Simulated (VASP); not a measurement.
# SiC (F-43m) in VASP: further runs

SiC is run at these levels: LDA; tasks: relaxation of cell and atoms.

Everything below comes from runs of VASP 6.6.1. Logs are shortened: lines on timing, memory, paths and dates and some standing lists are left out, and cuts for length are marked.

### 1 The cell of the first run

The structure is cubic, space group F-43m (No. 216). The conventional cell has a = 4.329 Å, b = 4.329 Å, c = 4.329 Å, α = 90.00°, β = 90.00°, γ = 90.00°. Within 2.5 Å of Si (site symmetry -43m) lie 4 C at 1.87 Å. Within 2.5 Å of C (site symmetry -43m) lie 4 Si at 1.87 Å.

### 2 Relaxation of cell and atoms, LDA, target pressure 10 GPa, at which the enthalpy is minimised

The input, INCAR:

```
  PREC = Accurate
  ENCUT = 600
  EDIFF = 1E-6
  ISMEAR = 0
  SIGMA = 0.01
  LREAL = False
  LASPH = True
  NELM = 80
  ALGO = Normal
  ISIF = 3
  LWAVE = False
  LCHARG = False
  IBRION = 2
  NSW = 100
  EDIFFG = -0.002
  PSTRESS = 100.0
```

The input, KPOINTS:

```
Automatic mesh
0
Gamma
  10 10 10
```

The input, POSCAR:

```
SiC
1.0
    2.1644853876      2.1644853876      0.0000000000
   -2.1644853876      2.1644853876      0.0000000000
    0.0000000000      2.1644853876      2.1644853876
Si C
1 1
Direct
    0.0000000000      0.0000000000      0.0000000000
    0.7500000000      0.2500000000      0.5000000000
```

Potentials or basis: VASP PAW LDA potentials, release 64 (Si, C).

Launch:

```
$ cat potpaw_LDA.64/Si/POTCAR potpaw_LDA.64/C/POTCAR > POTCAR
$ mpirun -np 1 vasp_std > vasp.out
```

OUTCAR:

```text
PREC = Accurate
   ENCUT = 600
   EDIFF = 1E-6
   ISMEAR = 0
   LREAL = False
   LASPH = True
   NELM = 80
   ISIF = 3
   IBRION = 2
   NSW = 100
   EDIFFG = -0.002
   PSTRESS = 100.0

 ion  position               nearest neighbor table
   1  0.000  0.000  0.000-   2 1.87   2 1.87   2 1.87   2 1.87
   2  0.750  0.250  0.500-   1 1.87   1 1.87   1 1.87   1 1.87

  LATTYP: Found a face centered cubic cell.
 ALAT       =     4.3289707752

  Lattice vectors:

 A1 = (   0.0000000000,   2.1644853876,   2.1644853876)
 A2 = (   2.1644853876,   0.0000000000,   2.1644853876)
 A3 = (   2.1644853876,   2.1644853876,   0.0000000000)

Analysis of symmetry for initial positions (statically):
=====================================================================
 Subroutine PRICEL returns:
 Original cell was already a primitive cell.

 Routine SETGRP: Setting up the symmetry group for a
 face centered cubic supercell.

 Subroutine GETGRP returns: Found 24 space group operations
 (whereof 24 operations were pure point group operations)
 out of a pool of 48 trial point group operations.

The static configuration has the point symmetry T_d .

Analysis of symmetry for dynamics (positions and initial velocities):
=====================================================================
 Subroutine PRICEL returns:
 Original cell was already a primitive cell.

 Routine SETGRP: Setting up the symmetry group for a
 face centered cubic supercell.

 Subroutine GETGRP returns: Found 24 space group operations
 (whereof 24 operations were pure point group operations)
 out of a pool of 48 trial point group operations.

The dynamic configuration has the point symmetry T_d .

 Subroutine INISYM returns: Found 24 space group operations
 (whereof 24 operations are pure point group operations),
 and found     1 'primitive' translations

----------------------------------------------------------------------------------------

                                     Primitive cell

  volume of cell :      20.2812

  direct lattice vectors                    reciprocal lattice vectors
     2.164485388  2.164485388  0.000000000     0.231001790  0.231001790 -0.231001790
    -2.164485388  2.164485388  0.000000000    -0.231001790  0.231001790 -0.231001790
     0.000000000  2.164485388  2.164485388     0.000000000  0.000000000  0.462003581

  length of vectors
     3.061044591  3.061044591  3.061044591     0.400106838  0.400106838  0.462003581

  position of ions in fractional coordinates (direct lattice)
     0.000000000  0.000000000  0.000000000
     0.750000000  0.250000000  0.500000000

  ion indices of the primitive-cell ions
   primitive index   ion index
                 1           1
                 2           2

----------------------------------------------------------------------------------------

 KPOINTS: Automatic mesh

Automatic generation of k-mesh.
 Grid dimensions read from file:
 generate k-points for:   10   10   10

 Generating k-lattice:

  Cartesian coordinates                     Fractional coordinates (reciprocal lattice)
     0.023100179  0.023100179 -0.023100179     0.100000000  0.000000000  0.000000000
    -0.023100179  0.023100179 -0.023100179     0.000000000  0.100000000  0.000000000
     0.000000000  0.000000000  0.046200358     0.000000000  0.000000000  0.100000000

  Length of vectors
     0.040010684  0.040010684  0.046200358

  Shift w.r.t. Gamma in fractional coordinates (k-lattice)
     0.000000000  0.000000000  0.000000000

 Subroutine IBZKPT returns following result:
 ===========================================

 Found     47 irreducible k-points:

 Following reciprocal coordinates:
            Coordinates               Weight
  0.000000  0.000000  0.000000      1.000000
  0.100000  0.000000  0.000000      8.000000
  0.200000  0.000000  0.000000      8.000000
  0.300000  0.000000  0.000000      8.000000
  0.400000  0.000000  0.000000      8.000000
  0.500000  0.000000  0.000000      4.000000
[... 16 lines left out ...]
  0.300000  0.300000  0.000000     12.000000
  0.400000  0.300000  0.000000     24.000000
 [... further k-points ...]
   k-points           NKPTS =     47   k-points in BZ     NKDIM =     47   number of bands    NBANDS=      8
   number of dos      NEDOS =    301   number of ions     NIONS =      2
   total plane-waves  NPLWV =  13824
   dimension x,y,z NGX =    24 NGY =   24 NGZ =   24
   dimension x,y,z NGXF=    48 NGYF=   48 NGZF=   48
   ions per type =               1   1
   NGX,Y,Z   is equivalent  to a cutoff of  13.03, 13.03, 13.03 a.u.
   NGXF,Y,Z  is equivalent  to a cutoff of  26.07, 26.07, 26.07 a.u.
 SYSTEM =  unknown system
   PREC   = accura    normal or accurate (medium, high low for compatibility)
   ISTART =      0    job   : 0-new  1-cont  2-samecut
   ICHARG =      2    charge: 1-file 2-atom 10-const
   ISPIN  =      1    spin polarized calculation?
   LNONCOLLINEAR =      F non collinear calculations
   LSORBIT =      F    spin-orbit coupling
   LASPH  =      T    aspherical Exc in radial PAW
   ENCUT  =  600.0 eV  44.10 Ry    6.64 a.u.   6.11  6.11  6.11*2*pi/ulx,y,z
   NELM   =     80;   NELMIN=  2; NELMDL= -5     # of ELM steps
   EDIFF  = 0.1E-05   stopping-criterion for ELM
   LREAL  =      F    real-space projection
   EDIFFG = -.2E-02   stopping-criterion for IOM
   NSW    =    100    number of steps for IOM
   IBRION =      2    ionic relax: 0-MD 1-quasi-New 2-CG
   NFREE  =      1    steps in history (QN), initial steepest desc. (CG)
   ISIF   =      3    stress and relaxation
   ISYM   =      2    0-nonsym 1-usesym 2-fastsym
   POTIM  = 0.5000    time-step for ionic-motion
   TEBEG  =    0.0;   TEEND  =   0.0 temperature during run
   PSTRESS=  100.0 pullay stress
   NELECT =       8.0000    total number of electrons
   NUPDOWN=      -1.0000    fix difference up-down
   EMIN   =  10.00;   EMAX   =-10.00  energy-range for DOS
   EFERMI =   0.00;   METHOD = LEGACY
   ISMEAR =     0;   SIGMA  =   0.01  broadening in eV -4-tet -1-fermi 0-gaus
   EFERMI_NEDOS =   21; number of points for ismear=-14 and -15
   IALGO  =     38    algorithm
   IMIX   =      4    mixing-type and parameters
     AMIX     =   0.40;   BMIX     =  1.00
     AMIX_MAG =   1.60;   BMIX_MAG =  1.00
  volume/ion in A,a.u.               =      10.14        68.43
  Fermi-wavevector in a.u.,A,eV,Ry     =   1.200623  2.268849 19.612754  1.441497
  Thomas-Fermi vector in A             =   2.336454
   LORBIT       =      0    0 simple, 1 ext, 2 COOP (PROOUT), +10 PAW based schemes
   GGA     = CA    functional components
   LHFCALC =     F    Hartree Fock is set to
   AEXX    =    0.0000 exact exchange contribution
   IVDW    =     0    specifies the selected vdW correction
   LEPSILON=     F    determine dielectric tensor
   LRPA    =     F    only Hartree local field effects (RPA)
 conjugate gradient relaxation of ions
 non-spin polarized calculation
 Gauss-broadening in eV      SIGMA  =   0.01
  energy-cutoff  :      600.00
  volume of cell :       20.28
 maximum number of plane-waves:       700
   NGX = 13   NGY = 13   NGZ = 13

--------------------------------------- Ionic step        1  -------------------------------------------

 number of electron       8.0000000 magnetization

 Free energy of the ion-electron system (eV)
  ---------------------------------------------------
  ext. energy  EPLUGINS =         0.00000000
  ---------------------------------------------------
  free energy    TOTEN  =       -16.64462992 eV

  energy without entropy =      -16.64462992  energy(sigma->0) =      -16.64462992

------------------------ aborting loop because EDIFF is reached ----------------------------------------

  FORCE on cell =-STRESS in cart. coord.  units (eV):
  Direction    XX          YY          ZZ          XY          YZ          ZX
  --------------------------------------------------------------------------------------
  -------------------------------------------------------------------------------------
  Total        0.0326234      0.0326234      0.0326234     -0.0000000     -0.0000000     -0.0000000
  in kB        2.5771870      2.5771870      2.5771870     -0.0000000     -0.0000000     -0.0000000
  external PRESSURE =     -97.4228130 kB  Pullay stress =     100.0000000 kB
[... 175 lines left out ...]
  enthalpy is  TOTEN    =       -15.4033598573 eV   P V=        1.2172667707

--------------------------------------- Ionic step        6  -------------------------------------------

 number of electron       7.9999999 magnetization

 Free energy of the ion-electron system (eV)
  ---------------------------------------------------
  ext. energy  EPLUGINS =         0.00000000
  ---------------------------------------------------
  free energy    TOTEN  =       -16.62031454 eV

  energy without entropy =      -16.62031454  energy(sigma->0) =      -16.62031454

 E-fermi :   8.8133     XC(G=0): -11.8112

 val. band max:        8.7511313066   @ k =   0.0000   0.0000   0.0000
 cond. band min:      10.0034346966   @ k =   0.5000   0.5000   0.0000
 fundamental gap:      1.2523033900
 Fermi energy:         8.8133476767

 k-point     1 :       0.0000    0.0000    0.0000
  band No.  band energies     occupation
      1      -7.0362      2.00000
      2       8.7511      2.00000
      3       8.7511      2.00000
      4       8.7511      2.00000
      5      15.7479      0.00000
      6      16.3642      0.00000
      7      16.3642      0.00000
      8      16.3642      0.00000
[... 243 lines left out ...]
 k-point    24 :       0.4000    0.3000    0.0000
  band No.  band energies     occupation
      1      -1.9745      2.00000
      2       1.2002      2.00000
      3       3.2811      2.00000
      4       6.3637      2.00000
      5      12.3771      0.00000
      6      17.7346      0.00000
      7      19.9606      0.00000
      8      20.7002      0.00000

 [... further k-points ...]
[... 5 lines left out ...]
  --------------------------------------------------------------------------------------
  -------------------------------------------------------------------------------------
  Total        1.2153197      1.2153197      1.2153197      0.0000000      0.0000000      0.0000000
  in kB       99.8657327     99.8657327     99.8657327      0.0000000      0.0000000      0.0000000
  external PRESSURE =      -0.1342673 kB  Pullay stress =     100.0000000 kB
[... 17 lines left out ...]
  FREE ENERGIE OF THE ION-ELECTRON SYSTEM (eV)
  ---------------------------------------------------
  free  energy   TOTEN  =       -16.6203145439 eV

  energy  without entropy=      -16.6203145439  energy(sigma->0) =      -16.62031454

  enthalpy is  TOTEN    =       -15.4033609151 eV   P V=        1.2169536288

 reached required accuracy - stopping structural energy minimisation
```

It took 19 s on 1 thread of Intel Xeon 8259CL, shared host; peak memory 0.13 GiB.

Results:

```
Free energy                                                : -16.6203 eV
Relaxed volume                                             : 9.75 Å³/atom
Relaxed cell                                               : a = 3.021 Å, b = 3.021 Å, c = 3.021 Å, α = 60.00°, β = 60.00°, γ = 90.00°
Space group after relaxing (to 0.1 Å)                      : F-43m (No. 216)
Energy change on relaxing (the run minimises the enthalpy) : +12.2 meV/atom
Ionic steps                                                : 6
Pressure after relaxing                                    : 10.0 GPa
Band gap on the k mesh                                     : 1.25 eV (least direct gap 4.56 eV)
```

The path:
| step | energy change (eV) | largest force (eV/Å) | pressure (GPa) | volume (Å³) |
| --- | --- | --- | --- | --- |
| 1 | 0.0000 | 0.0000 | 0.26 | 20.28 |
| 2 | 0.1288 | 0.0000 | 24.97 | 18.52 |
| 3 | 0.0237 | 0.0000 | 9.87 | 19.51 |
| 4 | 0.0247 | 0.0000 | 10.07 | 19.49 |
| 5 | 0.0240 | 0.0000 | 9.94 | 19.50 |
| 6 | 0.0243 | 0.0000 | 9.99 | 19.50 |

Final structure:
```
Si C
1.0
     2.13625    2.13625    0.00000
    -2.13625    2.13625    0.00000
     0.00000    2.13625    2.13625
Si C
1 1
Direct
  0.00000 0.00000 0.00000
  0.75000 0.25000 0.50000
```

Levels at points of the mesh, in eV from the valence-band top:
```
           k point  band 2  band 3  band 4  band 5  band 6  band 7
(0.00, 0.00, 0.00)    0.00    0.00    0.00    7.00    7.61    7.61
(0.50, 0.00, 0.00)   -8.89   -1.07   -1.07    5.94    7.37    7.37
(0.50, 0.50, 0.00)   -8.01   -3.31   -3.31    1.25    4.40   14.52
```

Caveat: the cell is relaxed towards a set pressure, so the run minimises the enthalpy, not the energy.

### 3 Relaxation of cell and atoms, LDA, target pressure 15 GPa, at which the enthalpy is minimised

The input, INCAR:

```
SYSTEM = SiC
PREC = Accurate
ENCUT = 600
EDIFF = 1E-6
ISMEAR = 0
SIGMA = 0.01
LREAL = .False.
LASPH = .True.
NELM = 80
ALGO = Normal
ISIF = 3
LWAVE = .False.
LCHARG = .False.
IBRION = 2
NSW = 100
EDIFFG = -0.002
PSTRESS = 150.0
```

The input, KPOINTS:

```
regular mesh
0
Gamma
  10 10 10
  0 0 0
```

POSCAR is that of step 2.

Potentials or basis: VASP PAW LDA potentials, release 64 (Si, C).

Launch:

```
$ cat potpaw_LDA.64/Si/POTCAR potpaw_LDA.64/C/POTCAR > POTCAR
$ mpirun -np 1 vasp_std > vasp.out
```

Wall time 20 s (1 thread of Intel Xeon 8259CL, shared host); peak memory 0.13 GiB.

Results (log left out):

| Quantity | Value |
| --- | --- |
| Free energy | -16.5931 eV |
| Relaxed volume | 9.57 Å³/atom |
| Relaxed cell | a = 3.003 Å, b = 3.003 Å, c = 3.003 Å, α = 60.00°, β = 60.00°, γ = 90.00° |
| Space group after relaxing (to 0.1 Å) | F-43m (No. 216) |
| Energy change on relaxing (the run minimises the enthalpy) | +25.8 meV/atom |
| Ionic steps | 4 |
| Pressure after relaxing | 15.0 GPa |
| Band gap on the k mesh | 1.24 eV (least direct gap 4.58 eV) |

The path:
```
step  energy change (eV)  largest force (eV/Å)  pressure (GPa)  volume (Å³)
   1              0.0000                0.0000            0.26        20.28
   2              0.3058                0.0000           41.52        17.66
   3              0.0495                0.0000           14.66        19.17
   4              0.0515                0.0000           14.98        19.15
```

Final structure:
```yaml
crystal:
  lattice:
    - [2.12339, 2.12339, 0.00000]
    - [-2.12339, 2.12339, 0.00000]
    - [0.00000, 2.12339, 2.12339]
  atoms:
    - { symbol: Si, position: [0.00000, 0.00000, 0.00000] }
    - { symbol: C, position: [0.75000, 0.25000, 0.50000] }
```

Levels at points of the mesh, in eV from the valence-band top:
| k point | band 1 | band 2 | band 3 | band 4 | band 5 | band 6 | band 7 | band 8 |
| --- | --- | --- | --- | --- | --- | --- | --- | --- |
| (0.00, 0.00, 0.00) | -15.93 | 0.00 | 0.00 | 0.00 | 7.21 | 7.75 | 7.75 | 7.75 |
| (0.50, 0.00, 0.00) | -12.02 | -8.99 | -1.07 | -1.07 | 6.11 | 7.45 | 7.45 | 10.36 |
| (0.50, 0.50, 0.00) | -10.46 | -8.07 | -3.34 | -3.34 | 1.24 | 4.47 | 14.74 | 14.74 |

Caveat: the cell is relaxed towards a set pressure, so the run minimises the enthalpy, not the energy. A k mesh can miss the band edges.
